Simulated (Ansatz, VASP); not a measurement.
## One calculation of Sn4P, two programs

File INCAR:

```
SYSTEM = Sn4P
  PREC = Accurate
  ENCUT = 520
  EDIFF = 1E-6
  ISMEAR = 0
  SIGMA = 0.1
  LREAL = .False.
  LASPH = .True.
  NELM = 60
  ALGO = Normal
  ISIF = 2
  LWAVE = .False.
  LCHARG = .True.
  GGA = PE
  LELF = .True.
  LVHAR = .True.
  NBANDS = 38
```

KPOINTS

```
regular mesh
0
Gamma
  4 4 4
  0 0 0
```

Contents of POSCAR:

```
Sn4P
1.0
   -3.1639796500      3.1639796500      3.1639796500
    3.1639796500     -3.1639796500      3.1639796500
    3.1639796500      3.1639796500     -3.1639796500
Sn P
4 1
Direct
    0.0000000000      0.0000000000      0.5000000000
    0.5000000000      0.0000000000      0.0000000000
    0.5000000000      0.5000000000      0.5000000000
    0.0000000000      0.5000000000      0.0000000000
    0.0000000000      0.0000000000      0.0000000000
```

Input for Ansatz:

```yaml
crystal:
  lattice:
    - [-3.16397965, 3.16397965, 3.16397965]
    - [3.16397965, -3.16397965, 3.16397965]
    - [3.16397965, 3.16397965, -3.16397965]
  atoms:
    - { symbol: Sn, position: [0.0, 0.0, 0.5] }
    - { symbol: Sn, position: [0.5, 0.0, 0.0] }
    - { symbol: Sn, position: [0.5, 0.5, 0.5] }
    - { symbol: Sn, position: [0.0, 0.5, 0.0] }
    - { symbol: P, position: [0.0, 0.0, 0.0] }
basis:
  ecutwfc: 420
kpoints:
  mp_grid: { grid: [4, 4, 4] }
hamiltonian:
  xc: pbe
scf:
  occupations: { method: gaussian, width: 0.1 }
  lower_state_search: "off"
output:
  forces: true
  stress: true
  eigenvalues: true
```

Change from the starting cell: species swapped into the NiHg4 type (Im-3m, No. 229).

Alike in both runs: task single point; functional PBE; k mesh 4 × 4 × 4; occupations gaussian, width 0.1 eV; no spin polarisation.

```csv
,VASP,Ansatz
version,VASP 6.6.1,Ansatz 0.2.0
potentials or method,"VASP PAW PBE potentials, release 64 (Sn_d, P), cutoff 520 eV","scalar-relativistic, plane waves, PAW"
valence electrons in the cell,61,61
```

|  | VASP | Ansatz | Ansatz less VASP |
| --- | --- | --- | --- |
| gap on the k mesh at the Fermi level (eV) | none | none | - |
| pressure (GPa) | 8.6 | 8.7 | +0.07 |

A gap of «none» marks a metal or a gap that the smearing closes. With one functional, cell and mesh, what is left measures potentials, basis and numerics.
